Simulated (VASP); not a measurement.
Here is a VASP 6.6.1 calculation.

Contents of INCAR:

```
SYSTEM = TiAl
PREC = Accurate ; ENCUT = 520
EDIFF = 1E-6 ; ISMEAR = 0
SIGMA = 0.15 ; LREAL = .FALSE.
LASPH = .TRUE. ; NELM = 100
ALGO = Fast ; ISIF = 2
LWAVE = .FALSE. ; LCHARG = .FALSE.
GGA = PS ; NBANDS = 14
```

File KPOINTS:

```
Automatic mesh
0
G
  18 18 10
  0 0 0
```

File POSCAR:

```
TiAl
1.0
    2.7526000000      0.0000000000      0.0000000000
   -1.3763000000      2.3838215265      0.0000000000
    0.0000000000      0.0000000000      4.4344000000
Ti Al
1 1
Direct
    0.0000000000      0.0000000000      0.0000000000
    0.3333333333      0.6666666667      0.5000000000
```

Potentials or basis: VASP PAW PBE potentials, release 64 (Ti_sv, Al).

The run is started by

```console
$ cat potpaw_PBE.64/Ti_sv/POTCAR potpaw_PBE.64/Al/POTCAR > POTCAR
$ mpirun -np 1 vasp_std > vasp.out
```

(1) Estimate the pressure.

Answers

(1) 15.2 GPa.

Caveat: the PAW data sets were made with another functional, which shifts forces and pressure a little.
